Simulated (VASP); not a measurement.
# InSbO4 (P6/mmm) in VASP: notebook

InSbO4 is run at these levels: PBE; tasks: single point, relaxation of cell and atoms.

All numbers are computed with VASP 6.6.1; they aren't measurements. Logs are shortened: lines on timing, memory, paths and dates and some standing lists are left out, and cuts for length are marked.

## (1) The cell of the first run

It takes space group P6/mmm (No. 191, hexagonal). Conventional cell: a = 4.595 Å, b = 4.595 Å, c = 5.505 Å, α = 90.00°, β = 90.00°, γ = 120.00°. Within 3.5 Å of In (site symmetry 6/mmm) lie 6 O at 2.65 Å and 2 Sb at 2.75 Å. Within 3.5 Å of Sb (site symmetry 6/mmm) lie 6 O at 2.65 Å and 2 In at 2.75 Å. O (site symmetry -6m2) has 3 In at 2.65 Å and 5 O at 2.65 to 2.75 Å within 3.5 Å. O (site symmetry -6m2) has 3 Sb at 2.65 Å and 5 O at 2.65 to 2.75 Å within 3.5 Å.

The cell was built from a structure type or drawn by symmetry, and may not be a known phase.

## (2) Single point, PBE

INCAR reads:

```
ALGO = Normal ; EDIFF = 1E-6
ENCUT = 520 ; GGA = PE
ISIF = 2 ; ISMEAR = 0
LASPH = True ; LCHARG = False
LREAL = False ; LWAVE = False
NBANDS = 30 ; NELM = 100
PREC = Accurate ; SIGMA = 0.1
```

KPOINTS reads:

```
k-points
0
Gamma
  6 6 4
```

POSCAR reads:

```
InSbO4
1.0
    4.5945144800      0.0000000000      0.0000000000
   -2.2972572400      3.9789662600      0.0000000000
    0.0000000000      0.0000000000      5.5046368400
In Sb O
1 1 4
Direct
    0.0000000000      0.0000000000      0.5000000000
    0.0000000000      0.0000000000      0.0000000000
    0.3333333300      0.6666666700      0.5000000000
    0.6666666700      0.3333333300      0.5000000000
    0.3333333300      0.6666666700      0.0000000000
    0.6666666700      0.3333333300      0.0000000000
```

Potentials or basis: VASP PAW PBE potentials, release 64 (In_d, Sb, O).

Command:

```
$ cat potpaw_PBE.64/In_d/POTCAR potpaw_PBE.64/Sb/POTCAR potpaw_PBE.64/O/POTCAR > POTCAR
$ mpirun -np 1 vasp_std > vasp.out
```

OUTCAR:

```text
EDIFF = 1E-6
   ENCUT = 520
   GGA = PE
   ISIF = 2
   ISMEAR = 0
   LASPH = True
   LREAL = False
   NELM = 100
   PREC = Accurate

 ion  position               nearest neighbor table
   1  0.000  0.000  0.500-   3 2.65   4 2.65   4 2.65   3 2.65   4 2.65   3 2.65   2 2.75   2 2.75

   2  0.000  0.000  0.000-   5 2.65   6 2.65   6 2.65   5 2.65   6 2.65   5 2.65   1 2.75   1 2.75

   3  0.333  0.667  0.500-   1 2.65   1 2.65   1 2.65
   4  0.667  0.333  0.500-   1 2.65   1 2.65   1 2.65
   5  0.333  0.667  0.000-   2 2.65   2 2.65   2 2.65
   6  0.667  0.333  0.000-   2 2.65   2 2.65   2 2.65

  LATTYP: Found a hexagonal cell.
 ALAT       =     4.5945144800
 C/A-ratio  =     1.1980889088

  Lattice vectors:

 A1 = (   4.5945144800,   0.0000000000,   0.0000000000)
 A2 = (  -2.2972572400,   3.9789662600,   0.0000000000)
 A3 = (   0.0000000000,   0.0000000000,   5.5046368400)

Analysis of symmetry for initial positions (statically):
=====================================================================
 Subroutine PRICEL returns:
 Original cell was already a primitive cell.

 Routine SETGRP: Setting up the symmetry group for a
 hexagonal supercell.

 Subroutine GETGRP returns: Found 24 space group operations
 (whereof 24 operations were pure point group operations)
 out of a pool of 24 trial point group operations.

The static configuration has the point symmetry D_6h.

Analysis of symmetry for dynamics (positions and initial velocities):
=====================================================================
 Subroutine PRICEL returns:
 Original cell was already a primitive cell.

 Routine SETGRP: Setting up the symmetry group for a
 hexagonal supercell.

 Subroutine GETGRP returns: Found 24 space group operations
 (whereof 24 operations were pure point group operations)
 out of a pool of 24 trial point group operations.

The dynamic configuration has the point symmetry D_6h.

 Subroutine INISYM returns: Found 24 space group operations
 (whereof 24 operations are pure point group operations),
 and found     1 'primitive' translations

----------------------------------------------------------------------------------------

                                     Primitive cell

  volume of cell :     100.6326

  direct lattice vectors                    reciprocal lattice vectors
     4.594514480  0.000000000  0.000000000     0.217650854  0.125660779  0.000000000
    -2.297257240  3.978966260  0.000000000     0.000000000  0.251321558  0.000000000
     0.000000000  0.000000000  5.504636840     0.000000000  0.000000000  0.181665027

  length of vectors
     4.594514480  4.594514482  5.504636840     0.251321558  0.251321558  0.181665027

  position of ions in fractional coordinates (direct lattice)
     0.000000000  0.000000000  0.500000000
     0.000000000  0.000000000  0.000000000
     0.333333330  0.666666670  0.500000000
     0.666666670  0.333333330  0.500000000
     0.333333330  0.666666670  0.000000000
     0.666666670  0.333333330  0.000000000

  ion indices of the primitive-cell ions
   primitive index   ion index
                 1           1
                 2           2
                 3           3
                 4           4
                 5           5
                 6           6

----------------------------------------------------------------------------------------

 KPOINTS: k-points

Automatic generation of k-mesh.
 Grid dimensions read from file:
 generate k-points for:    6    6    4

 Generating k-lattice:

  Cartesian coordinates                     Fractional coordinates (reciprocal lattice)
     0.036275142  0.020943463  0.000000000     0.166666667  0.000000000  0.000000000
     0.000000000  0.041886926  0.000000000     0.000000000  0.166666667  0.000000000
     0.000000000  0.000000000  0.045416257     0.000000000  0.000000000  0.250000000

  Length of vectors
     0.041886926  0.041886926  0.045416257

  Shift w.r.t. Gamma in fractional coordinates (k-lattice)
     0.000000000  0.000000000  0.000000000

 Subroutine IBZKPT returns following result:
 ===========================================

 Found     21 irreducible k-points:

 Following reciprocal coordinates:
            Coordinates               Weight
  0.000000  0.000000  0.000000      1.000000
  0.166667 -0.000000  0.000000      6.000000
  0.333333  0.000000  0.000000      6.000000
  0.500000  0.000000  0.000000      3.000000
  0.166667  0.166667  0.000000      6.000000
  0.333333  0.166667  0.000000     12.000000
[... 13 lines left out ...]
  0.333333  0.166667  0.500000     12.000000
  0.333333  0.333333  0.500000      2.000000
   k-points           NKPTS =     21   k-points in BZ     NKDIM =     21   number of bands    NBANDS=     30
   number of dos      NEDOS =    301   number of ions     NIONS =      6
   total plane-waves  NPLWV =  54432
   dimension x,y,z NGX =    36 NGY =   36 NGZ =   42
   dimension x,y,z NGXF=    72 NGYF=   72 NGZF=   84
   ions per type =               1   1   4
   NGX,Y,Z   is equivalent  to a cutoff of  13.03, 13.03, 12.68 a.u.
   NGXF,Y,Z  is equivalent  to a cutoff of  26.05, 26.05, 25.37 a.u.
 SYSTEM =  unknown system
   PREC   = accura    normal or accurate (medium, high low for compatibility)
   ISTART =      0    job   : 0-new  1-cont  2-samecut
   ICHARG =      2    charge: 1-file 2-atom 10-const
   ISPIN  =      1    spin polarized calculation?
   LNONCOLLINEAR =      F non collinear calculations
   LSORBIT =      F    spin-orbit coupling
   LASPH  =      T    aspherical Exc in radial PAW
   ENCUT  =  520.0 eV  38.22 Ry    6.18 a.u.   8.54  8.54 10.23*2*pi/ulx,y,z
   NELM   =    100;   NELMIN=  2; NELMDL= -5     # of ELM steps
   EDIFF  = 0.1E-05   stopping-criterion for ELM
   LREAL  =      F    real-space projection
   EDIFFG = 0.1E-04   stopping-criterion for IOM
   NSW    =      0    number of steps for IOM
   IBRION =     -1    ionic relax: 0-MD 1-quasi-New 2-CG
   NFREE  =      0    steps in history (QN), initial steepest desc. (CG)
   ISIF   =      2    stress and relaxation
   ISYM   =      2    0-nonsym 1-usesym 2-fastsym
   POTIM  = 0.5000    time-step for ionic-motion
   TEBEG  =    0.0;   TEEND  =   0.0 temperature during run
   PSTRESS=    0.0 pullay stress
   NELECT =      42.0000    total number of electrons
   NUPDOWN=      -1.0000    fix difference up-down
   EMIN   =  10.00;   EMAX   =-10.00  energy-range for DOS
   EFERMI =   0.00;   METHOD = LEGACY
   ISMEAR =     0;   SIGMA  =   0.10  broadening in eV -4-tet -1-fermi 0-gaus
   EFERMI_NEDOS =   21; number of points for ismear=-14 and -15
   IALGO  =     38    algorithm
   IMIX   =      4    mixing-type and parameters
     AMIX     =   0.40;   BMIX     =  1.00
     AMIX_MAG =   1.60;   BMIX_MAG =  1.00
  volume/ion in A,a.u.               =      16.77       113.18
  Fermi-wavevector in a.u.,A,eV,Ry     =   1.223428  2.311944 20.364874  1.496776
  Thomas-Fermi vector in A             =   2.358539
   LORBIT       =      0    0 simple, 1 ext, 2 COOP (PROOUT), +10 PAW based schemes
   GGA     = PE    functional components
   LHFCALC =     F    Hartree Fock is set to
   AEXX    =    0.0000 exact exchange contribution
   IVDW    =     0    specifies the selected vdW correction
   LEPSILON=     F    determine dielectric tensor
   LRPA    =     F    only Hartree local field effects (RPA)
 non-spin polarized calculation
 Gauss-broadening in eV      SIGMA  =   0.10
  energy-cutoff  :      520.00
  volume of cell :      100.63
 maximum number of plane-waves:      2732
 NGX is ok and might be reduce to    36
   NGX = 17   NGY = 17   NGZ = 21

 number of electron      42.0000013 magnetization

 Free energy of the ion-electron system (eV)
  ---------------------------------------------------
  ext. energy  EPLUGINS =         0.00000000
  ---------------------------------------------------
  free energy    TOTEN  =       -22.98950933 eV

  energy without entropy =      -22.92226107  energy(sigma->0) =      -22.95588520

 E-fermi :   2.4681     XC(G=0):  -9.7975

 val. band max:        2.4499371931   @ k =   0.1667  -0.0000   0.2500
 cond. band min:       2.4766377722   @ k =   0.3333   0.3333   0.2500
 fundamental gap:      0.0267005791
 Fermi energy:         2.4680639367

 k-point     1 :       0.0000    0.0000    0.0000
  band No.  band energies     occupation
      1     -14.2502      2.00000
      2     -13.6728      2.00000
      3     -12.9783      2.00000
      4     -12.5675      2.00000
      5     -11.0857      2.00000
      6     -10.9378      2.00000
[... 22 lines left out ...]
     29      12.5859      0.00000
     30      12.5859      0.00000

 k-point     2 :       0.1667   -0.0000    0.0000
  band No.  band energies     occupation
      1     -14.1657      2.00000
      2     -13.5988      2.00000
      3     -13.0679      2.00000
      4     -12.6444      2.00000
      5     -11.1051      2.00000
      6     -10.9402      2.00000
[... 22 lines left out ...]
     29      12.1565      0.00000
     30      12.2740      0.00000

 k-point     3 :       0.3333    0.0000    0.0000
  band No.  band energies     occupation
      1     -13.9509      2.00000
      2     -13.4116      2.00000
      3     -13.2801      2.00000
      4     -12.8257      2.00000
      5     -11.1491      2.00000
      6     -10.9449      2.00000
[... 22 lines left out ...]
     29      11.6327      0.00000
     30      12.0822      0.00000

 k-point     4 :       0.5000    0.0000    0.0000
  band No.  band energies     occupation
      1     -13.7729      2.00000
      2     -13.4527      2.00000
      3     -13.2520      2.00000
      4     -12.9750      2.00000
      5     -11.1740      2.00000
      6     -10.9472      2.00000
[... 22 lines left out ...]
     29      11.4397      0.00000
     30      12.0870      0.00000

 k-point     5 :       0.1667    0.1667    0.0000
  band No.  band energies     occupation
      1     -14.0152      2.00000
      2     -13.4674      2.00000
      3     -13.2176      2.00000
      4     -12.7712      2.00000
      5     -11.1376      2.00000
      6     -10.9432      2.00000
[... 22 lines left out ...]
     29      11.8410      0.00000
     30      12.0202      0.00000
[... 427 lines left out ...]
     29       9.3737      0.00000
     30      14.1886      0.00000

 k-point    19 :       0.1667    0.1667    0.5000
  band No.  band energies     occupation
      1     -13.7667      2.00000
      2     -13.7331      2.00000
      3     -13.0522      2.00000
      4     -12.9514      2.00000
      5     -11.1083      2.00000
      6     -10.9471      2.00000
[... 22 lines left out ...]
     29       9.3004      0.00000
     30      14.5752      0.00000

 k-point    20 :       0.3333    0.1667    0.5000
  band No.  band energies     occupation
      1     -13.5435      2.00000
      2     -13.5389      2.00000
      3     -13.2531      2.00000
      4     -13.1469      2.00000
      5     -11.1334      2.00000
      6     -10.9480      2.00000
[... 22 lines left out ...]
     29       9.2975      0.00000
     30      14.3268      0.00000

 k-point    21 :       0.3333    0.3333    0.5000
  band No.  band energies     occupation
      1     -13.3933      2.00000
      2     -13.3933      2.00000
      3     -13.3394      2.00000
      4     -13.3394      2.00000
      5     -11.1427      2.00000
      6     -10.9473      2.00000
[... 22 lines left out ...]
     29       8.9803      0.00000
     30      14.8042      0.00000

------------------------ aborting loop because EDIFF is reached ----------------------------------------

  FORCE on cell =-STRESS in cart. coord.  units (eV):
  Direction    XX          YY          ZZ          XY          YZ          ZX
  --------------------------------------------------------------------------------------
  -------------------------------------------------------------------------------------
  Total      -14.4242011    -14.4242012      0.0112528      0.0000000      0.0000000      0.0000000
  in kB     -229.6485982   -229.6485985      0.1791571      0.0000000      0.0000000      0.0000000
  external PRESSURE =    -153.0393465 kB  Pullay stress =       0.0000000 kB

 VOLUME and BASIS-vectors are now :
 -----------------------------------------------------------------------------
  energy-cutoff  :      520.00
  volume of cell :      100.63
      direct lattice vectors                 reciprocal lattice vectors
     4.594514480  0.000000000  0.000000000     0.217650854  0.125660779  0.000000000
    -2.297257240  3.978966260  0.000000000     0.000000000  0.251321558  0.000000000
     0.000000000  0.000000000  5.504636840     0.000000000  0.000000000  0.181665027

 POSITION                                       TOTAL-FORCE (eV/Angst)
 -----------------------------------------------------------------------------------
      0.00000      0.00000      2.75232        -0.000000      0.000000      0.000000
      0.00000      0.00000      0.00000        -0.000000      0.000000      0.000000
     -0.00000      2.65264      2.75232        -0.000000      0.000000      0.000000
      2.29726      1.32632      2.75232         0.000000     -0.000000     -0.000000
     -0.00000      2.65264      0.00000        -0.000000      0.000000      0.000000
      2.29726      1.32632      0.00000         0.000000     -0.000000      0.000000
 -----------------------------------------------------------------------------------
    total drift:                                0.000000      0.000000      0.000000

  FREE ENERGIE OF THE ION-ELECTRON SYSTEM (eV)
  ---------------------------------------------------
  free  energy   TOTEN  =       -22.9895093321 eV

  energy  without entropy=      -22.9222610660  energy(sigma->0) =      -22.95588520
```

Wall time 52 s (1 thread of Intel Xeon Platinum 8488C (Sapphire Rapids), shared host); peak memory 0.25 GiB.

Results:

```yaml
Free_energy: -22.9895 eV
Pressure: -15.3 GPa
Band_gap_on_the_k_mesh: zero (bands 21 and 22 overlap by 0.70 eV)
```

Levels at points of the mesh, in eV from the Fermi level:
| k point | band 19 | band 20 | band 21 | band 22 | band 23 | band 24 |
| --- | --- | --- | --- | --- | --- | --- |
| (0.00, 0.00, 0.00) | -0.67 | -0.67 | -0.22 | -0.14 | 0.18 | 0.65 |
| (0.50, 0.00, 0.00) | -0.52 | -0.13 | 0.19 | 0.31 | 0.47 | 2.19 |
| (0.00, 0.00, 0.50) | -0.89 | -0.89 | -0.88 | -0.34 | -0.34 | 4.28 |
| (0.50, 0.00, 0.50) | -0.64 | -0.53 | -0.08 | -0.02 | 0.08 | 3.26 |

Caveat: the cell stands under tension; spin-orbit coupling is left out, which moves the levels of the heavy elements.

## (3) Single point, PBE

This run uses another cell than the first one, of 18.74 Å³/atom.

INCAR reads:

```
SYSTEM = InSbO4
ALGO = Normal ; EDIFF = 1E-6
ENCUT = 520 ; GGA = PE
ISIF = 2 ; ISMEAR = 0
LASPH = .True. ; LCHARG = .False.
LREAL = .False. ; LWAVE = .False.
NBANDS = 30 ; NELM = 60
PREC = Accurate ; SIGMA = 0.1
```

KPOINTS reads:

```
k-points
0
Gamma
  6 6 4
  0 0 0
```

POSCAR reads:

```
InSbO4
1.0
    3.8966913981      0.0000000000      0.0000000000
   -1.9483456990      3.3746337414      0.0000000000
    0.0000000000      0.0000000000      8.5495899378
In Sb O
1 1 4
Direct
    0.0000000000      0.0000000000      0.5000000000
    0.0000000000      0.0000000000      0.0000000000
    0.3333333333      0.6666666667      0.5000000000
    0.6666666667      0.3333333333      0.5000000000
    0.3333333333      0.6666666667      0.0000000000
    0.6666666667      0.3333333333      0.0000000000
```

Potentials or basis: VASP PAW PBE potentials, release 64 (In_d, Sb, O).

Command:

```
$ cat potpaw_PBE.64/In_d/POTCAR potpaw_PBE.64/Sb/POTCAR potpaw_PBE.64/O/POTCAR > POTCAR
$ mpirun -np 1 vasp_std > vasp.out
```

It took 73 s on 1 thread of Intel Xeon Platinum 8488C (Sapphire Rapids), shared host; peak memory 0.26 GiB.

Results (log left out):

* Free energy: -27.2713 eV
* Pressure: -0.3 GPa
* Band gap on the k mesh: zero (bands 21 and 22 overlap by 0.80 eV)

Stress tensor (GPa, compression positive):
```
-0.52  0.00  0.00
 0.00 -0.52  0.00
 0.00  0.00  0.25
```

Levels at points of the mesh, in eV from the Fermi level:
```tsv
k point	band 17	band 18	band 19	band 20	band 21	band 22	band 23	band 24	band 25	band 26
(0.00, 0.00, 0.00)	-3.21	-3.21	-1.79	-1.79	-0.93	-0.50	-0.18	1.70	5.25	5.59
(0.50, 0.00, 0.00)	-2.07	-1.56	-1.38	-0.41	0.12	0.31	0.33	3.12	4.37	4.69
(0.00, 0.00, 0.50)	-3.21	-3.21	-1.79	-1.79	-0.92	-0.50	-0.24	2.25	3.64	7.07
(0.50, 0.00, 0.50)	-2.05	-1.61	-1.37	-0.41	0.11	0.33	0.37	3.41	3.64	4.93
```

Caveat: spin-orbit coupling is left out, which moves the levels of the heavy elements.

(Continued in part 2 of 2.)
